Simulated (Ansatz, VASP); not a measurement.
**KMgF3: VASP beside Ansatz**

Contents of INCAR:

```
SYSTEM = KMgF3
PREC = Accurate
ENCUT = 520
EDIFF = 1E-6
ISMEAR = -1
SIGMA = 0.05
LREAL = .FALSE.
LASPH = .TRUE.
NELM = 60
ALGO = Normal
ISIF = 2
LWAVE = .FALSE.
LCHARG = .FALSE.
GGA = PS
NBANDS = 24
```

File KPOINTS:

```
Automatic mesh
0
G
  7 7 7
  0 0 0
```

POSCAR

```
KMgF3
1.0
    4.0383520677      0.0000000000      0.0000000000
    0.0000000000      4.0383520677      0.0000000000
    0.0000000000      0.0000000000      4.0383520677
K Mg F
1 1 3
Direct
    0.5000000000      0.5000000000      0.5000000000
    0.0000000000      0.0000000000      0.0000000000
    0.0000000000      0.0000000000      0.5000000000
    0.0000000000      0.5000000000      0.0000000000
    0.5000000000      0.0000000000      0.0000000000
```

Contents of input.yaml:

```yaml
crystal:
  lattice:
    - [4.0383520677, 0.0, 0.0]
    - [0.0, 4.0383520677, 0.0]
    - [0.0, 0.0, 4.0383520677]
  atoms:
    - { symbol: K, position: [0.5, 0.5, 0.5] }
    - { symbol: Mg, position: [0.0, 0.0, 0.0] }
    - { symbol: F, position: [0.0, 0.0, 0.5] }
    - { symbol: F, position: [0.0, 0.5, 0.0] }
    - { symbol: F, position: [0.5, 0.0, 0.0] }
kpoints:
  mp_grid: { grid: [7, 7, 7] }
scf:
  occupations: { method: fermi_dirac, width: 0.05 }
hamiltonian:
  xc: pbesol
  pseudopotentials: { kind: all_electron, lapw: { basis_error: 0.001 } }
output:
  forces: true
  stress: true
  eigenvalues: true
```

Change from the starting cell: volume scaled by 1.04.

Alike in both runs: task single point; functional PBEsol; k mesh 7 × 7 × 7; occupations fermi-dirac, width 0.05 eV; no spin polarisation.

|  | VASP | Ansatz |
| --- | --- | --- |
| version | VASP 6.6.1 | Ansatz 0.2.0 |
| potentials or method | VASP PAW PBE potentials, release 64 (K_sv, Mg, F), cutoff 520 eV | all-electron LAPW, scalar-relativistic |

Ansatz gave:

| Property | Result |
| --- | --- |
| gap on the k mesh at the Fermi level (eV) | 6.89 |
| least direct gap on the mesh (eV) | 7.17 |
| pressure (GPa) | -2.3 |

Estimate VASP's values.

gap on the k mesh at the Fermi level (eV): 6.87; least direct gap on the mesh (eV): 7.16; pressure (GPa): -2.7.

VASP's potentials were made for PBE, not for PBEsol. Ansatz ran all-electron here, and VASP with PAW potentials.
